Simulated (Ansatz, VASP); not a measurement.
TaAs: VASP beside Ansatz

```
Ta As
1.0
    -1.73145    1.73145    5.86729
     1.73145   -1.73145    5.86729
     1.73145    1.73145   -5.86729
Ta As
2 2
Direct
  0.50017 0.00017 0.50000
  0.75017 0.75017 0.00000
  0.08243 0.58243 0.50000
  0.33243 0.33243 0.00000
```

Alike in both runs: task single point; functional PBE; k mesh 14 × 14 × 14; occupations gaussian, width 0.15 eV; no spin polarisation.

|  | VASP | Ansatz |
| --- | --- | --- |
| version | VASP 6.6.1 | Ansatz 0.2.0 |
| potentials or method | VASP PAW PBE potentials, release 64 (Ta_pv, As), cutoff 520 eV | scalar-relativistic, plane waves, PAW |
| valence electrons in the cell | 32 | 56 |

```tsv
	VASP	Ansatz	Ansatz less VASP
gap on the k mesh at the Fermi level (eV)	0.05	0.05	0.000
least direct gap on the mesh (eV)	0.10	0.10	-0.002
pressure (GPa)	0.4	0.0	-0.43
traceless stress, the component that is largest in VASP (GPa)	-0.06	0.01	+0.066
```

VASP's potentials hold 32 valence electrons a cell and Ansatz's 56, so a difference there can come from the potentials and not from the codes.

Neither program's run includes spin-orbit coupling.
